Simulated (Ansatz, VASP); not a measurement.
# One calculation of Nb, two programs

```xyz
5
Lattice="3.2726 0.0000 0.0000 0.0000 3.2726 0.0000 0.0000 0.0000 13.1377" Properties=species:S:1:pos:R:3 pbc="T T T"
Nb    0.0000    0.0000    3.5000
Nb    1.6363    1.6363    4.9021
Nb    0.0000    0.0000    6.5689
Nb    1.6363    1.6363    8.2356
Nb    0.0000    0.0000    9.6377
```

Alike in both runs: task single point; functional PBEsol; k mesh 11 × 11 × 1; occupations fermi-dirac, width 0.05 eV; no spin polarisation.

|  | VASP | Ansatz |
| --- | --- | --- |
| version | VASP 6.6.1 | Ansatz 0.2.0 |
| potentials or method | VASP PAW PBE potentials, release 64 (Nb_sv), cutoff 520 eV | all-electron LAPW, scalar-relativistic |

Ansatz gave:

```
rms of the force components (eV/Å) : 0.006
```

**Question.** What did VASP give for the same quantities?

**Answer.** rms of the force components (eV/Å): 0.005.

VASP's potentials were made for PBE, not for PBEsol. Atom by atom the forces differ by 0.004 eV/Å (rms over components). Ansatz ran all-electron here, and VASP with PAW potentials. Ansatz's warnings: vacuum density over bound.
